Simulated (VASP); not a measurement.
**BaTiO3: single point with PBE**

The system is BaTiO3.

```
CELL_PARAMETERS angstrom
4.18000 0.00000 0.00000
0.00000 4.18000 0.00000
0.00000 0.00000 4.01928
ATOMIC_POSITIONS crystal
Ba 0.00000 0.00000 0.00000
Ti 0.50000 0.50000 0.50000
O 0.50000 0.50000 0.00000
O 0.50000 0.00000 0.50000
O 0.00000 0.50000 0.50000
```

This cell differs from its parent crystal: strain +0.040 along x and y, +0.000 along z.

```yaml
Program: VASP 6.6.1
Task: single point
Functional: PBE
Potentials_or_basis: VASP PAW PBE potentials, release 64 (Ba_sv, Ti_sv, O)
Cutoff: 520 eV
k_mesh: 8 × 8 × 8
Occupations: gaussian, width 0.05 eV
Spin: no spin polarisation
Dipole_correction: no
Further_INCAR_settings: ALGO = Normal; EDIFF = 1e-06; NBANDS = 28
```

```yaml
Pressure: -9.2 GPa
Band_gap_on_the_k_mesh: 1.50 eV (least direct gap 1.71 eV)
```

Stress tensor (GPa, compression positive):
```
-10.90   0.00   0.00
  0.00 -10.90   0.00
  0.00   0.00  -5.65
```

Levels at points of the mesh, in eV from the valence-band top:
```
           k point  band 18  band 19  band 20  band 21  band 22  band 23
(0.00, 0.00, 0.00)    -0.25    -0.25    -0.22     1.50     1.56     1.56
(0.50, 0.00, 0.00)    -1.59    -0.74    -0.70     1.67     2.92     2.94
(0.50, 0.50, 0.00)    -1.13    -1.13    -0.17     2.94     2.94     3.28
(0.00, 0.00, 0.50)    -1.69    -0.75    -0.75     1.64     3.17     3.22
(0.50, 0.00, 0.50)    -0.84    -0.83    -0.09     2.93     3.23     3.49
(0.50, 0.50, 0.50)    -0.07     0.00     0.00     3.48     3.67     3.67
```

Wall time 49 s on 1 thread of Intel(R) Xeon(R) 6975P-C (Granite Rapids), on a shared host, peak memory 0.28 GiB.

Caveat: the cell differs from its parent crystal (strain +0.040 along x and y, +0.000 along z); the cell stands under tension; spin-orbit coupling is left out, which moves the levels of the heavy elements. A k mesh can miss the band edges.
